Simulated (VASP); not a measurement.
A run of VASP 6.6.1 is set up as follows.

The input POSCAR:

```
ZnS
1.0
    3.8067217484      0.0000000000      0.0000000000
   -1.9033608742      3.2967177392      0.0000000000
    0.0000000000      0.0000000000      6.2457351519
Zn S
2 2
Direct
    0.2305049316      0.6152524658     -0.0140119679
    0.6666666667      0.3333333333      0.5053880718
    0.3333333333      0.6666666667      0.3796119282
    0.6666666667      0.3333333333      0.8796119282
```

File INCAR.step1:

```
PREC = Accurate
ENCUT = 520
ISMEAR = 0
SIGMA = 0.05
LREAL = False
LASPH = True
NELM = 80
NBANDS = 26
GGA = PE
ALGO = Normal
EDIFF = 1E-4
LWAVE = True
LCHARG = False
```

The input INCAR.step2:

```
PREC = Accurate
ENCUT = 520
EDIFF = 1E-6
ISMEAR = 0
SIGMA = 0.05
LREAL = False
LASPH = True
NELM = 80
ALGO = Normal
ISIF = 2
LWAVE = False
LCHARG = True
METAGGA = R2SCAN
LMIXTAU = True
LELF = True
LVHAR = True
NBANDS = 26
ISTART = 1
```

File KPOINTS:

```
regular mesh
0
Gamma
  6 6 4
```

Potentials or basis: VASP PAW PBE potentials, release 64 (Zn, S).

The run is started by

```sh
$ cat potpaw_PBE.64/Zn/POTCAR potpaw_PBE.64/S/POTCAR > POTCAR
$ cp INCAR.step1 INCAR
$ mpirun -np 1 vasp_std > vasp.out
$ cp INCAR.step2 INCAR
$ mpirun -np 1 vasp_std > vasp.out
```

**Question.** Predict the band gap on the k mesh.

**Answer.** 2.71 eV.

**Question.** What does it give for the largest force?

**Answer.** 5.055 eV/Å.

**Question.** What does it give for the pressure?

**Answer.** 3.9 GPa.

Stress tensor (GPa, compression positive):
```
9.58 6.55 4.75
6.55 2.01 2.74
4.75 2.74 0.22
```

Caveat: the cell differs from its parent crystal (atom 1 (Zn) moved +0.360 Å towards its neighbour atom 4 (S) at 2.334 Å); the cell stands under pressure; the PAW data sets were made with another functional, which shifts forces and pressure a little.
